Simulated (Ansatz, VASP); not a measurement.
One calculation of B2AsH2, two programs

```
B H As
1.0
     3.34036    0.00000    0.00000
    -1.67018    2.89284    0.00000
     0.00000    0.00000    9.17425
B H As
2 2 1
Cartesian
  0.0000 1.9286 5.6201
  1.6702 0.9643 3.5542
  0.0000 0.0000 8.7990
  0.0000 0.0000 0.3752
  0.0000 0.0000 4.5871
```

Change from the starting cell: species swapped into the K2PtC2 type (P-3m1, No. 164).

Alike in both runs: functional PBE; k mesh 12 × 12 × 4; occupations gaussian, width 0.1 eV; no spin polarisation.

Ansatz relaxed the structure, and its values are those at the end. VASP's run is a single point on that final structure, the one shown.

```csv
,VASP,Ansatz
version,VASP 6.6.1,Ansatz 0.2.0
potentials or method,"VASP PAW PBE potentials, release 64 (B, H, As), cutoff 520 eV","scalar-relativistic, plane waves, PAW"
valence electrons in the cell,13,23
```

|  | VASP | Ansatz | Ansatz less VASP |
| --- | --- | --- | --- |
| gap on the k mesh at the Fermi level (eV) | none | none | - |
| pressure (GPa) | 0.1 | 0.0 | -0.11 |
| rms of the force components (eV/Å) | 0.012 | 0.000 | -0.0119 |

A gap of «none» marks a metal or a gap that the smearing closes. With one functional, cell and mesh, what is left measures potentials, basis and numerics. VASP's potentials hold 13 valence electrons a cell and Ansatz's 23, so a difference there can come from the potentials and not from the codes.
